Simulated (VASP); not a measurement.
Here is a VASP 6.6.1 calculation.

File POSCAR:

```
Ru
1.0
    0.0000000000      2.6323769704      2.6323769704
    2.6323769704      0.0000000000      2.6323769704
    2.6323769704      2.6323769704      0.0000000000
Ru
2
Direct
    0.1250000000      0.1250000000      0.1250000000
    0.8750000000      0.8750000000      0.8750000000
```

File INCAR.step1:

```
ALGO = Normal ; EDIFF = 1E-4
ENCUT = 520 ; GGA = PE
ISMEAR = -1 ; ISPIN = 2
LASPH = T ; LCHARG = F
LMAXMIX = 4 ; LREAL = F
LWAVE = T ; MAGMOM = 1 1
NBANDS = 25 ; NELM = 150
PREC = Accurate ; SIGMA = 0.05
```

INCAR.step2

```
ALGO = Normal ; EDIFF = 1E-6
ENCUT = 520 ; ISIF = 2
ISMEAR = -1 ; ISPIN = 2
ISTART = 1 ; LASPH = T
LCHARG = F ; LMAXMIX = 4
LMIXTAU = T ; LORBIT = 11
LREAL = F ; LWAVE = F
MAGMOM = 1 1 ; METAGGA = R2SCAN
NBANDS = 25 ; NELM = 150
PREC = Accurate ; SIGMA = 0.05
```

The input KPOINTS:

```
k-points
0
Gamma
  11 11 11
```

Potentials or basis: VASP PAW PBE potentials, release 64 (Ru_pv).

Run with:

```bash
$ cat potpaw_PBE.64/Ru_pv/POTCAR > POTCAR
$ cp INCAR.step1 INCAR
$ mpirun -np 1 vasp_std > vasp.out
$ cp INCAR.step2 INCAR
$ mpirun -np 1 vasp_std > vasp.out
```

**Question.** Predict the net moment.

**Answer.** 0.00 μB per cell.

**Question.** What does it give for the pressure?

**Answer.** 19.4 GPa.

**Question.** What does it give for the band gap on the k mesh?

**Answer.** Zero (filled and empty bands overlap).

Caveat: the PAW data sets were made with another functional, which shifts forces and pressure a little.
